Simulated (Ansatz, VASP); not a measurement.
One calculation of LiH, two programs

File INCAR:

```
PREC     = Accurate       # precision mode
ENCUT    = 600            # plane-wave cutoff, eV
EDIFF    = 1E-7           # SCF threshold, eV
ISMEAR   = 0              # smearing method
SIGMA    = 0.02           # smearing width, eV
LREAL    = False          # projectors in reciprocal space
LASPH    = True           # aspherical terms in the spheres
NELM     = 80             # most SCF steps
ALGO     = Normal         # electronic algorithm
ISIF     = 3              # what is computed and relaxed
LWAVE    = False          # write WAVECAR
LCHARG   = False          # write CHGCAR
GGA      = PE             # functional
IBRION   = 2              # ionic algorithm
NSW      = 100            # ionic steps
EDIFFG   = -0.01          # ionic threshold
```

File KPOINTS:

```
Automatic mesh
0
Gamma
  12 12 12
```

The input POSCAR:

```
LiH
1.0
    2.5107894493      0.0000000000      0.0000000000
    0.0000000000      2.5107894493      0.0000000000
    0.0000000000      0.0000000000      2.5107894493
Li H
1 1
Direct
    0.5000000000      0.5000000000      0.5000000000
    0.0000000000      0.0000000000      0.0000000000
```

Input for Ansatz:

```yaml
crystal:
  lattice:
    - [2.5107894493, 0.0, 0.0]
    - [0.0, 2.5107894493, 0.0]
    - [0.0, 0.0, 2.5107894493]
  atoms:
    - { symbol: Li, position: [0.5, 0.5, 0.5] }
    - { symbol: H, position: [0.0, 0.0, 0.0] }
basis:
  ecutwfc: 420
kpoints:
  mp_grid: { grid: [12, 12, 12] }
hamiltonian:
  xc: pbe
scf:
  occupations: { method: gaussian, width: 0.02 }
output:
  forces: true
  stress: true
  eigenvalues: true
  write_density: true
  write_potential: true
  elf: true
  volumetric_format: npy
relax:
  adjacent_minimum: "off"
  f_tol: 0.01
  max_steps: 80
  cell: { stress_tol: 0.05 }
```

Change from the starting cell: species swapped into the NbIr type (P4/mmm, No. 123).

Alike in both runs: task relaxation of cell and atoms; functional PBE; k mesh 12 × 12 × 12; occupations gaussian, width 0.02 eV; no spin polarisation.

|  | VASP | Ansatz |
| --- | --- | --- |
| version | VASP 6.6.1 | Ansatz 0.2.0 |
| potentials or method | VASP PAW PBE potentials, release 64 (Li_sv, H), cutoff 600 eV | scalar-relativistic, plane waves, PAW |
| valence electrons in the cell | 4 | 4 |

```tsv
	VASP	Ansatz	Ansatz less VASP
gap on the k mesh at the Fermi level, each at its own relaxed structure (eV)	0.73	0.71	-0.021
relaxed volume (Å³/atom)	7.84	7.88	+0.041
relaxed cell length with the largest relative difference (Å)	2.503	2.507	+0.0043
```

Noted on VASP's run: the cutoff is short for stress, so the pressure is rough.
